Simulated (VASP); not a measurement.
Runs of VASP 6.6.1 on In3GaP2. The structure is that of space group P4/mmm (No. 123), or close to it. The cells are those of the table. 

```csv
task,cell,k mesh,cutoff (eV),gap on the mesh (eV),pressure (GPa)
single point,"a = 5.453, b = 5.453, c = 4.338 Å, 6 atoms",4 × 4 × 4,520,none,17.6
single point,"a = 5.456, b = 5.456, c = 5.237 Å, 6 atoms",8 × 8 × 8,520,none,(a)
relaxation of cell and atoms,"relaxed from a = 5.453, b = 5.453, c = 4.338 Å, 6 atoms",4 × 4 × 4,600,none,0.1
single point,"a = 5.393, b = 5.393, c = 5.385 Å, 6 atoms",4 × 4 × 4,520,none,-0.1
```

Alike in all rows: level PBE; potentials or basis VASP PAW PBE potentials, release 64 (In_d, Ga_d, P); no spin polarisation; smearing gaussian 0.1 eV.

Question: Fill in the values left out.

Answer: (a) 0.0.

Caveats: some runs use coarse meshes; spin-orbit coupling is left out, which moves the levels of the heavy elements.

A k mesh can miss the band edges, and the runs leave out spin-orbit coupling on Ga, In.

A gap of «none» marks levels without a gap at the run's occupations.
